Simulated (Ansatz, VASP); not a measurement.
**Ag in VASP and in Ansatz**

```
Ag
1.0
     0.00000    2.02904    2.02904
     2.02904    0.00000    2.02904
     2.02904    2.02904    0.00000
Ag
1
Direct
  0.00000 0.00000 0.00000
```

Change from the starting cell: volume scaled by 0.98.

Alike in both runs: task single point; functional LDA; k mesh 11 × 11 × 11; occupations fermi-dirac, width 0.025 eV; collinear spin.

|  | VASP | Ansatz |
| --- | --- | --- |
| version | VASP 6.6.1 | Ansatz 0.2.0 |
| potentials or method | VASP PAW LDA potentials, release 64 (Ag), cutoff 520 eV | all-electron LAPW, scalar-relativistic |

|  | VASP | Ansatz | Ansatz less VASP |
| --- | --- | --- | --- |
| gap on the k mesh at the Fermi level (eV) | none | none | - |
| pressure (GPa) | -5.5 | -5.6 | -0.14 |
| net moment per atom (μB) | 0.00 | 0.00 | 0.000 |

LDA's correlation is that of Perdew and Zunger in VASP and of Perdew and Wang (1992) in Ansatz. A gap of «none» marks a metal or a gap that the smearing closes. Ansatz ran all-electron here, and VASP with PAW potentials.
